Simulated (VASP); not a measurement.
TaN, 2 atoms in the cell. The structure is hexagonal, space group P-6m2 (No. 187). The conventional cell has a = 2.879 Å, b = 2.879 Å, c = 2.825 Å, α = 90.00°, β = 90.00°, γ = 120.00°. Ta (site symmetry -6m2) has 6 N at 2.18 Å and 8 Ta at 2.82 to 2.88 Å within 2.9 Å. Within 2.9 Å of N (site symmetry -6m2) lie 6 Ta at 2.18 Å and 8 N at 2.82 to 2.88 Å.  This cell differs from its parent crystal: volume scaled by 0.9405.

| Quantity | Value |
| --- | --- |
| Program | VASP 6.6.1 |
| Task | electric field gradients |
| Functional | PBEsol |
| Potentials or basis | VASP PAW PBE potentials, release 64 (Ta_pv, N) |
| Cutoff | 520 eV |
| k mesh | 12 × 12 × 10 |
| Occupations | fermi-dirac, width 0.02 eV |
| Spin | no spin polarisation |
| Dipole correction | no |
| Further INCAR settings | ALGO = Normal; EDIFF = 1e-08; NBANDS = 15 |

Potentials or basis: VASP PAW PBE potentials, release 64 (Ta_pv, N).

Command:

```sh
$ cat potpaw_PBE.64/Ta_pv/POTCAR potpaw_PBE.64/N/POTCAR > POTCAR
$ mpirun -np 1 vasp_std > vasp.out
```

Hardware: 1 thread of Intel(R) Xeon(R) Platinum 8259CL CPU @ 2.50GHz (Skylake/Cascade Lake) (shared host).

How long does it take, and how much memory?

Wall time 48 s on 1 thread of Intel(R) Xeon(R) Platinum 8259CL CPU @ 2.50GHz (Skylake/Cascade Lake) (shared host), peak memory 0.16 GiB. Counts: scf iterations 16, k points 114.
